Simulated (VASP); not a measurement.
Write the native input for VASP 6.6.1 that does the following.

* Task: single point
* Functional: LDA
* Potentials or basis: VASP PAW LDA potentials, release 64 (Ti_sv, O)
* Cutoff: 520 eV
* k mesh: 12 × 12 × 12
* Occupations: gaussian, width 0.1 eV
* Spin: no spin polarisation
* Dipole correction: no
* Further INCAR settings: ALGO = Normal; EDIFF = 1e-06; NBANDS = 36

The structure of TiO lies in POSCAR:

```
TiO
1.0
    4.9890877720      0.0000000000      0.0000000000
   -2.4945438860      4.3206767523      0.0000000000
    0.0000000000      0.0000000000      2.8733134400
Ti O
3 3
Direct
    0.6666666667      0.3333333333      0.5000000000
    0.3333333333      0.6666666667      0.5000000000
    0.0000000000      0.0000000000      0.0000000000
    0.6055592400      0.6055592400      0.0000000000
    0.3944407600      0.0000000000      0.0000000000
    0.0000000000      0.3944407600      0.0000000000
```

These files were run (other wordings do the same):

INCAR

```
  PREC = Accurate
  ENCUT = 520
  EDIFF = 1E-6
  ISMEAR = 0
  SIGMA = 0.1
  LREAL = False
  LASPH = True
  NELM = 100
  ALGO = Normal
  ISIF = 2
  LWAVE = False
  LCHARG = True
  GGA = CA
  LELF = True
  LVHAR = True
  NBANDS = 36
```

KPOINTS

```
Automatic mesh
0
Gamma
  12 12 12
```

Potentials or basis: VASP PAW LDA potentials, release 64 (Ti_sv, O).

Command:

```sh
$ cat potpaw_LDA.64/Ti_sv/POTCAR potpaw_LDA.64/O/POTCAR > POTCAR
$ mpirun -np 1 vasp_std > vasp.out
```

Results of the run:

```yaml
Pressure: -11.3 GPa
Largest_force: 0.066 eV/Å
Band_gap_on_the_k_mesh: zero (band 27 reaches 11.01 eV, above the bottom of band 28 at 9.59 eV)
```

Caveat: semilocal functionals often make such compounds metallic where correlation or magnetic order opens a gap, which also shifts bond lengths.

Wall time 4.7 min on 1 thread of Intel Xeon 6975P-C, on a shared host, peak memory 0.32 GiB.
